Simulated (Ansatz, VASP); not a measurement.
# One calculation of KBr, two programs

File POSCAR:

```
KBr
1.0
    0.0000000000      3.3912750000      3.3912750000
    3.3912750000      0.0000000000      3.3912750000
    3.3912750000      3.3912750000      0.0000000000
K Br
1 1
Direct
    0.0000000000      0.0000000000      0.0000000000
    0.5000000000      0.5000000000      0.5000000000
```

Contents of INCAR.step1:

```
SYSTEM = KBr
ALGO     = Normal         ! electronic algorithm
EDIFF    = 1E-4           ! SCF threshold, eV
ENCUT    = 520            ! plane-wave cutoff, eV
GGA      = PE             ! functional
ISMEAR   = 0              ! smearing method
LASPH    = .True.         ! aspherical terms in the spheres
LCHARG   = .False.        ! write CHGCAR
LREAL    = .False.        ! projectors in reciprocal space
LWAVE    = .True.         ! write WAVECAR
NBANDS   = 15             ! bands
NELM     = 80             ! most SCF steps
PREC     = Accurate       ! precision mode
SIGMA    = 0.05           ! smearing width, eV
```

File INCAR.step2:

```
SYSTEM = KBr
ALGO     = Normal         ! electronic algorithm
EDIFF    = 1E-6           ! SCF threshold, eV
ENCUT    = 520            ! plane-wave cutoff, eV
ISIF     = 2              ! what is computed and relaxed
ISMEAR   = 0              ! smearing method
ISTART   = 1            
LASPH    = .True.         ! aspherical terms in the spheres
LCHARG   = .False.        ! write CHGCAR
LMIXTAU  = .True.       
LREAL    = .False.        ! projectors in reciprocal space
LWAVE    = .False.        ! write WAVECAR
METAGGA  = R2SCAN         ! meta-GGA
NBANDS   = 15             ! bands
NELM     = 80             ! most SCF steps
PREC     = Accurate       ! precision mode
SIGMA    = 0.05           ! smearing width, eV
```

KPOINTS

```
k-points
0
Gamma
  6 6 6
  0 0 0
```

Input for Ansatz:

```yaml
crystal:
  lattice:
    - [0.0, 3.391275, 3.391275]
    - [3.391275, 0.0, 3.391275]
    - [3.391275, 3.391275, 0.0]
  atoms:
    - { symbol: K, position: [0.0, 0.0, 0.0] }
    - { symbol: Br, position: [0.5, 0.5, 0.5] }
basis:
  ecutwfc: 500
kpoints:
  mp_grid: { grid: [6, 6, 6] }
hamiltonian:
  xc: r2scan
scf:
  occupations: { method: gaussian, width: 0.05 }
output:
  forces: true
  stress: true
  eigenvalues: true
```

Change from the starting cell: strain +0.030 along x and y, +0.030 along z, atoms carried along.

Alike in both runs: task single point; functional r2SCAN; k mesh 6 × 6 × 6; occupations gaussian, width 0.05 eV; no spin polarisation.

|  | VASP | Ansatz |
| --- | --- | --- |
| version | VASP 6.6.1 | Ansatz 0.2.0 |
| potentials or method | VASP PAW PBE potentials, release 64 (K_sv, Br), cutoff 520 eV | scalar-relativistic, plane waves, PAW |
| valence electrons in the cell | 16 | 16 |

|  | VASP | Ansatz | Ansatz less VASP |
| --- | --- | --- | --- |
| gap on the k mesh at the Fermi level (eV) | 4.86 | 4.86 | -0.002 |
| least direct gap on the mesh (eV) | 4.86 | 4.86 | -0.002 |
| pressure (GPa) | -1.0 | -1.0 | +0.01 |

VASP's potentials were made for PBE, not for r2SCAN.
